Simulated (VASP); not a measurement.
Write the native input for VASP 6.6.1 that does the following.

```
Task                   : single point
Functional             : r2SCAN
Potentials or basis    : VASP PAW PBE potentials, release 64 (Pb_d, S)
Cutoff                 : 520 eV
k mesh                 : 6 × 6 × 6
Occupations            : gaussian, width 0.01 eV
Spin                   : no spin polarisation
Dipole correction      : no
Further INCAR settings : ALGO = Normal; EDIFF = 1e-06; NBANDS = 28
```

The system is PbS.

```
CELL_PARAMETERS angstrom
2.06375 -5.86928 0.00000
2.06375 5.86928 0.00000
0.00000 0.00000 4.26044
ATOMIC_POSITIONS crystal
Pb 0.87228 0.12772 0.75000
Pb 0.12772 0.87228 0.25000
S 0.64368 0.35632 0.75000
S 0.35632 0.64368 0.25000
```

One way to write it, as run:

POSCAR

```
PbS
1.0
    2.0637484146     -5.8692756833      0.0000000000
    2.0637484146      5.8692756833      0.0000000000
    0.0000000000      0.0000000000      4.2604423703
Pb S
2 2
Direct
    0.8722772600      0.1277227400      0.7500000000
    0.1277227400      0.8722772600      0.2500000000
    0.6436799886      0.3563200114      0.7500000000
    0.3563200114      0.6436799886      0.2500000000
```

INCAR.step1

```
ALGO     = Normal         # electronic algorithm
EDIFF    = 1E-4           # SCF threshold, eV
ENCUT    = 520            # plane-wave cutoff, eV
GGA      = PE             # functional
ISMEAR   = 0              # smearing method
LASPH    = True           # aspherical terms in the spheres
LCHARG   = False          # write CHGCAR
LREAL    = False          # projectors in reciprocal space
LWAVE    = True           # write WAVECAR
NBANDS   = 28             # bands
NELM     = 100            # most SCF steps
PREC     = Accurate       # precision mode
SIGMA    = 0.01           # smearing width, eV
```

INCAR.step2

```
ALGO     = Normal         # electronic algorithm
EDIFF    = 1E-6           # SCF threshold, eV
ENCUT    = 520            # plane-wave cutoff, eV
ISIF     = 2              # what is computed and relaxed
ISMEAR   = 0              # smearing method
ISTART   = 1            
LASPH    = True           # aspherical terms in the spheres
LCHARG   = False          # write CHGCAR
LMIXTAU  = True         
LREAL    = False          # projectors in reciprocal space
LWAVE    = False          # write WAVECAR
METAGGA  = R2SCAN         # meta-GGA
NBANDS   = 28             # bands
NELM     = 100            # most SCF steps
PREC     = Accurate       # precision mode
SIGMA    = 0.01           # smearing width, eV
```

KPOINTS

```
k-points
0
Gamma
  6 6 6
```

Potentials or basis: VASP PAW PBE potentials, release 64 (Pb_d, S).

Launch:

```sh
$ cat potpaw_PBE.64/Pb_d/POTCAR potpaw_PBE.64/S/POTCAR > POTCAR
$ cp INCAR.step1 INCAR
$ mpirun -np 1 vasp_std > vasp.out
$ cp INCAR.step2 INCAR
$ mpirun -np 1 vasp_std > vasp.out
```

Results of the run:

```json
{
  "Pressure": "1.0 GPa",
  "Largest force": "0.020 eV/Å",
  "Band gap on the k mesh": "1.43 eV, indirect (least direct gap 1.67 eV)"
}
```

Caveat: the PAW data sets were made with another functional, which shifts forces and pressure a little; spin-orbit coupling is left out, which moves the levels of the heavy elements.

It took 4 min on 1 thread of Intel(R) Xeon(R) 6975P-C (Granite Rapids), on a shared host, peak memory 0.35 GiB.
